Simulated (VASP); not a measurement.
# Cr (Im-3m) in VASP: a series of runs

Cr is run at these levels: PBE; tasks: electric field gradients.

Everything below comes from runs of VASP 6.6.1. Logs are shortened: lines on timing, memory, paths and dates and some standing lists are left out, and cuts for length are marked.

## (1) The cell of the first run

The structure is cubic, space group Im-3m (No. 229). Conventional cell: a = 2.825 Å, b = 2.825 Å, c = 2.825 Å, α = 90.00°, β = 90.00°, γ = 90.00°. Cr (site symmetry m-3m) has 14 Cr at 2.45 to 2.83 Å within 3.2 Å.

## (2) Electric field gradients, PBE, collinear spin, ferromagnetic start (11.27 Å³/atom)

Input file INCAR:

```
SYSTEM = Cr
  ALGO = Normal
  EDIFF = 1E-8
  ENCUT = 400
  GGA = PE
  GGA_COMPAT = .False.
  ISIF = 2
  ISMEAR = -1
  ISPIN = 2
  LASPH = .True.
  LCHARG = .False.
  LEFG = .True.
  LMAXMIX = 4
  LORBIT = 11
  LREAL = .False.
  LWAVE = .False.
  MAGMOM = 3
  NBANDS = 16
  NELM = 200
  PREC = Accurate
  SIGMA = 0.08
```

Input file KPOINTS:

```
k-points
0
Gamma
  18 18 18
  0 0 0
```

Input file POSCAR:

```
Cr
1.0
   -1.4125141895      1.4125141895      1.4125141895
    1.4125141895     -1.4125141895      1.4125141895
    1.4125141895      1.4125141895     -1.4125141895
Cr
1
Direct
    0.0000000000      0.0000000000      0.0000000000
```

Potentials or basis: VASP PAW PBE potentials, release 64 (Cr_pv).

Launch:

```sh
$ cat potpaw_PBE.64/Cr_pv/POTCAR > POTCAR
$ mpirun -np 1 vasp_std > vasp.out
```

OUTCAR:

```text
SYSTEM = Cr
   EDIFF = 1E-8
   ENCUT = 400
   GGA = PE
   ISIF = 2
   ISMEAR = -1
   ISPIN = 2
   LASPH = .True.
   LORBIT = 11
   LREAL = .False.
   NELM = 200
   PREC = Accurate

 ion  position               nearest neighbor table
   1  0.000  0.000  0.000-

  LATTYP: Found a body centered cubic cell.
 ALAT       =     2.8250283790

  Lattice vectors:

 A1 = (  -1.4125141895,   1.4125141895,   1.4125141895)
 A2 = (   1.4125141895,  -1.4125141895,   1.4125141895)
 A3 = (   1.4125141895,   1.4125141895,  -1.4125141895)

Analysis of symmetry for initial positions (statically):
=====================================================================
 Subroutine PRICEL returns:
 Original cell was already a primitive cell.

 Routine SETGRP: Setting up the symmetry group for a
 body centered cubic supercell.

 Subroutine GETGRP returns: Found 48 space group operations
 (whereof 48 operations were pure point group operations)
 out of a pool of 48 trial point group operations.

The static configuration has the point symmetry O_h .

Analysis of symmetry for dynamics (positions and initial velocities):
=====================================================================
 Subroutine PRICEL returns:
 Original cell was already a primitive cell.

 Routine SETGRP: Setting up the symmetry group for a
 body centered cubic supercell.

 Subroutine GETGRP returns: Found 48 space group operations
 (whereof 48 operations were pure point group operations)
 out of a pool of 48 trial point group operations.

The dynamic configuration has the point symmetry O_h .

Analysis of structural, dynamic, and magnetic symmetry:
=====================================================================
 Subroutine PRICEL returns:
 Original cell was already a primitive cell.

 Routine SETGRP: Setting up the symmetry group for a
 body centered cubic supercell.

 Subroutine GETGRP returns: Found 48 space group operations
 (whereof 48 operations were pure point group operations)
 out of a pool of 48 trial point group operations.

The overall configuration has the point symmetry O_h .

 Subroutine INISYM returns: Found 48 space group operations
 (whereof 48 operations are pure point group operations),
 and found     1 'primitive' translations

----------------------------------------------------------------------------------------

                                     Primitive cell

  volume of cell :      11.2730

  direct lattice vectors                    reciprocal lattice vectors
    -1.412514189  1.412514189  1.412514189     0.000000000  0.353978745  0.353978745
     1.412514189 -1.412514189  1.412514189     0.353978745  0.000000000  0.353978745
     1.412514189  1.412514189 -1.412514189     0.353978745  0.353978745  0.000000000

  length of vectors
     2.446546343  2.446546343  2.446546343     0.500601542  0.500601542  0.500601542

  position of ions in fractional coordinates (direct lattice)
     0.000000000  0.000000000  0.000000000

  ion indices of the primitive-cell ions
   primitive index   ion index
                 1           1

----------------------------------------------------------------------------------------

 KPOINTS: k-points

Automatic generation of k-mesh.
 Grid dimensions read from file:
 generate k-points for:   18   18   18

 Generating k-lattice:

  Cartesian coordinates                     Fractional coordinates (reciprocal lattice)
     0.000000000  0.019665486  0.019665486     0.055555556  0.000000000  0.000000000
     0.019665486  0.000000000  0.019665486     0.000000000  0.055555556  0.000000000
     0.019665486  0.019665486  0.000000000     0.000000000  0.000000000  0.055555556

  Length of vectors
     0.027811197  0.027811197  0.027811197

  Shift w.r.t. Gamma in fractional coordinates (k-lattice)
[... 44 lines left out ...]
   ISTART =      0    job   : 0-new  1-cont  2-samecut
   ICHARG =      2    charge: 1-file 2-atom 10-const
   ISPIN  =      2    spin polarized calculation?
   LNONCOLLINEAR =      F non collinear calculations
   LSORBIT =      F    spin-orbit coupling
   LASPH  =      T    aspherical Exc in radial PAW
   ENCUT  =  400.0 eV  29.40 Ry    5.42 a.u.   3.99  3.99  3.99*2*pi/ulx,y,z
   NELM   =    200;   NELMIN=  2; NELMDL= -5     # of ELM steps
   EDIFF  = 0.1E-07   stopping-criterion for ELM
   LREAL  =      F    real-space projection
   EDIFFG = 0.1E-06   stopping-criterion for IOM
   NSW    =      0    number of steps for IOM
   IBRION =     -1    ionic relax: 0-MD 1-quasi-New 2-CG
   NFREE  =      0    steps in history (QN), initial steepest desc. (CG)
   ISIF   =      2    stress and relaxation
   ISYM   =      2    0-nonsym 1-usesym 2-fastsym
   POTIM  = 0.5000    time-step for ionic-motion
   TEBEG  =    0.0;   TEEND  =   0.0 temperature during run
   PSTRESS=    0.0 pullay stress
   NELECT =      12.0000    total number of electrons
   NUPDOWN=      -1.0000    fix difference up-down
   EMIN   =  10.00;   EMAX   =-10.00  energy-range for DOS
   EFERMI =   0.00;   METHOD = LEGACY
   ISMEAR =    -1;   SIGMA  =   0.08  broadening in eV -4-tet -1-fermi 0-gaus
   EFERMI_NEDOS =   21; number of points for ismear=-14 and -15
   IALGO  =     38    algorithm
   IMIX   =      4    mixing-type and parameters
     AMIX     =   0.40;   BMIX     =  1.00
     AMIX_MAG =   1.60;   BMIX_MAG =  1.00
  volume/ion in A,a.u.               =      11.27        76.07
  Fermi-wavevector in a.u.,A,eV,Ry     =   1.671562  3.158794 38.016294  2.794119
  Thomas-Fermi vector in A             =   2.756863
   LORBIT       =     11    0 simple, 1 ext, 2 COOP (PROOUT), +10 PAW based schemes
   GGA     = PE    functional components
   LHFCALC =     F    Hartree Fock is set to
   AEXX    =    0.0000 exact exchange contribution
   IVDW    =     0    specifies the selected vdW correction
   LEPSILON=     F    determine dielectric tensor
   LRPA    =     F    only Hartree local field effects (RPA)
 spin polarized calculation
  energy-cutoff  :      400.00
  volume of cell :       11.27
 maximum number of plane-waves:       236
   NGX =  7   NGY =  7   NGZ =  7

 number of electron      12.0000006 magnetization       0.0000258

 number of electron      12.0000006 magnetization      -0.0000047

 Free energy of the ion-electron system (eV)
  ---------------------------------------------------
  ext. energy  EPLUGINS =         0.00000000
  ---------------------------------------------------
  free energy    TOTEN  =        -9.51511863 eV

  energy without entropy =       -9.49860045  energy(sigma->0) =       -9.50685954

 E-fermi :  11.3415     XC(G=0): -13.8168

 val. band max:       11.3364053995   @ k =  -0.2222   0.3333   0.1111
 cond. band min:      11.3434348069   @ k =  -0.3333   0.3333   0.2222
 fundamental gap:      0.0070294075
 Fermi energy:        11.3415454316

 spin component 1

 k-point     1 :       0.0000    0.0000    0.0000
  band No.  band energies     occupation
      1     -31.3637      1.00000
      2     -31.3637      1.00000
      3     -31.3637      1.00000
      4       3.3778      1.00000
      5      10.3846      0.99999
      6      10.3846      0.99999
[... 435 lines left out ...]
      5       8.8769      1.00000
      6      11.0122      0.98397
[... 8 lines left out ...]
     15      42.2012      0.00000
     16      43.0886      0.00000

 [... further k-points ...]

 spin component 2

 k-point     1 :       0.0000    0.0000    0.0000
  band No.  band energies     occupation
      1     -31.3637      1.00000
      2     -31.3637      1.00000
      3     -31.3637      1.00000
      4       3.3778      1.00000
      5      10.3846      0.99999
      6      10.3846      0.99999
[... 435 lines left out ...]
      5       8.8768      1.00000
      6      11.0122      0.98397
[... 8 lines left out ...]
     15      42.2012      0.00000
     16      43.0886      0.00000

 [... further k-points ...]

------------------------ aborting loop because EDIFF is reached ----------------------------------------

  FORCE on cell =-STRESS in cart. coord.  units (eV):
  Direction    XX          YY          ZZ          XY          YZ          ZX
  --------------------------------------------------------------------------------------
  -------------------------------------------------------------------------------------
  Total        0.3259817      0.3259817      0.3259817      0.0000000     -0.0000000      0.0000000
  in kB       46.3303292     46.3303292     46.3303292      0.0000000     -0.0000000      0.0000000
  external PRESSURE =      46.3303292 kB  Pullay stress =       0.0000000 kB

 VOLUME and BASIS-vectors are now :
 -----------------------------------------------------------------------------
  energy-cutoff  :      400.00
  volume of cell :       11.27
      direct lattice vectors                 reciprocal lattice vectors
    -1.412514189  1.412514189  1.412514189     0.000000000  0.353978745  0.353978745
     1.412514189 -1.412514189  1.412514189     0.353978745  0.000000000  0.353978745
     1.412514189  1.412514189 -1.412514189     0.353978745  0.353978745  0.000000000

 POSITION                                       TOTAL-FORCE (eV/Angst)
 -----------------------------------------------------------------------------------
      0.00000      0.00000      0.00000        -0.000000      0.000000     -0.000000
 -----------------------------------------------------------------------------------
    total drift:                                0.000000      0.000000      0.000000

  FREE ENERGIE OF THE ION-ELECTRON SYSTEM (eV)
  ---------------------------------------------------
  free  energy   TOTEN  =        -9.5151186258 eV

  energy  without entropy=       -9.4986004496  energy(sigma->0) =       -9.50685954

 Electric field gradients (V/A^2)
---------------------------------------------------------------------
 ion       V_xx      V_yy      V_zz      V_xy      V_xz      V_yz
---------------------------------------------------------------------
   1      -0.000     0.000    -0.000     0.006     0.006     0.006
---------------------------------------------------------------------

 Electric field gradients after diagonalization (V/A^2)
 (convention: |V_zz| > |V_xx| > |V_yy|)
----------------------------------------------------------------------
 ion       V_xx      V_yy      V_zz     asymmetry (V_yy - V_xx)/ V_zz
----------------------------------------------------------------------
   1      -0.006    -0.006     0.012       0.000
----------------------------------------------------------------------

           NMR quadrupolar parameters

 Cq : quadrupolar parameter    Cq=e*Q*V_zz/h
 eta: asymmetry parameters     (V_yy - V_xx)/ V_zz
 Q  : nuclear electric quadrupole moment in mb (millibarn)
----------------------------------------------------------------------
 ion       Cq(MHz)       eta       Q (mb)
----------------------------------------------------------------------
   1       0.000       0.000       1.000
----------------------------------------------------------------------

 total charge

# of ion       s       p       d       tot
------------------------------------------
    1        0.449   6.423   4.241  11.113

 magnetization (x)

# of ion       s       p       d       tot
------------------------------------------
    1       -0.000  -0.000  -0.000  -0.000
```

Run time: 32 s. Hardware: 1 thread of AMD EPYC 9R14 (Zen 4), shared host; peak memory 0.12 GiB.

What came out:

| Item | Value |
| --- | --- |
| Free energy | -9.5151 eV |
| Pressure | 4.6 GPa |
| Band gap on the k mesh | zero (filled and empty bands overlap) |
| Net moment | 0.00 μB per cell |
| Largest electric field gradient by atom | zero within the noise of the run |
| Valence electrons inside the program's atomic spheres | Cr 11.11 |

Caveat: the cell stands under pressure.

## (3) Electric field gradients, PBE, collinear spin, ferromagnetic start (11.27 Å³/atom)

Input file INCAR:

```
PREC = Accurate
ENCUT = 400
EDIFF = 1E-8
ISMEAR = -1
SIGMA = 0.08
LREAL = F
LASPH = T
NELM = 200
ALGO = Normal
ISIF = 2
LWAVE = F
LCHARG = F
ISPIN = 2
MAGMOM = 3
LORBIT = 11
LMAXMIX = 4
GGA = PE
LEFG = T
NBANDS = 16
GGA_COMPAT = F
```

Input file KPOINTS:

```
regular mesh
0
Gamma
  18 18 18
```

POSCAR is that of step 2.

Potentials or basis: VASP PAW PBE potentials, release 64 (Cr_pv).

Launch:

```sh
$ cat potpaw_PBE.64/Cr_pv/POTCAR > POTCAR
$ mpirun -np 1 vasp_std > vasp.out
```

OUTCAR:

```text
PREC = Accurate
   ENCUT = 400
   EDIFF = 1E-8
   ISMEAR = -1
   LREAL = F
   LASPH = T
   NELM = 200
   ISIF = 2
   ISPIN = 2
   LORBIT = 11
   GGA = PE

 ion  position               nearest neighbor table
   1  0.000  0.000  0.000-

  LATTYP: Found a body centered cubic cell.
 ALAT       =     2.8250283790

  Lattice vectors:

 A1 = (  -1.4125141895,   1.4125141895,   1.4125141895)
 A2 = (   1.4125141895,  -1.4125141895,   1.4125141895)
 A3 = (   1.4125141895,   1.4125141895,  -1.4125141895)

Analysis of symmetry for initial positions (statically):
[... 1143 lines left out ...]

 Electric field gradients (V/A^2)
---------------------------------------------------------------------
 ion       V_xx      V_yy      V_zz      V_xy      V_xz      V_yz
---------------------------------------------------------------------
   1      -0.000     0.000    -0.000     0.006     0.006     0.006
---------------------------------------------------------------------

 Electric field gradients after diagonalization (V/A^2)
 (convention: |V_zz| > |V_xx| > |V_yy|)
----------------------------------------------------------------------
 ion       V_xx      V_yy      V_zz     asymmetry (V_yy - V_xx)/ V_zz
----------------------------------------------------------------------
   1      -0.006    -0.006     0.012       0.000
----------------------------------------------------------------------

           NMR quadrupolar parameters

 Cq : quadrupolar parameter    Cq=e*Q*V_zz/h
 eta: asymmetry parameters     (V_yy - V_xx)/ V_zz
 Q  : nuclear electric quadrupole moment in mb (millibarn)
----------------------------------------------------------------------
 ion       Cq(MHz)       eta       Q (mb)
----------------------------------------------------------------------
   1       0.000       0.000       1.000
----------------------------------------------------------------------

 total charge

# of ion       s       p       d       tot
------------------------------------------
    1        0.449   6.423   4.241  11.113

 magnetization (x)

# of ion       s       p       d       tot
------------------------------------------
    1       -0.000  -0.000  -0.000  -0.000
```

stdout:

```text
POSCAR found type information on POSCAR Cr
 POSCAR found :  1 types and       1 ions
 scaLAPACK will be used
 LDA part: xc-table for (Slater+PW92), standard interpolation
 POSCAR, INCAR and KPOINTS ok, starting setup
 FFT: planning ... GRIDC
 FFT: planning ... GRID_SOFT
 FFT: planning ... GRID
 WAVECAR not read
 entering main loop
ion   1
```

Run time: 32 s. Hardware: 1 thread of AMD EPYC 9R14 (Zen 4), shared host; peak memory 0.12 GiB.

What came out:

```
Free energy                                           : -9.5151 eV
Pressure                                              : 4.6 GPa
Band gap on the k mesh                                : zero (filled and empty bands overlap)
Net moment                                            : 0.00 μB per cell
Largest electric field gradient by atom               : zero within the noise of the run
Valence electrons inside the program's atomic spheres : Cr 11.11
```

Caveat: the cell stands under pressure.
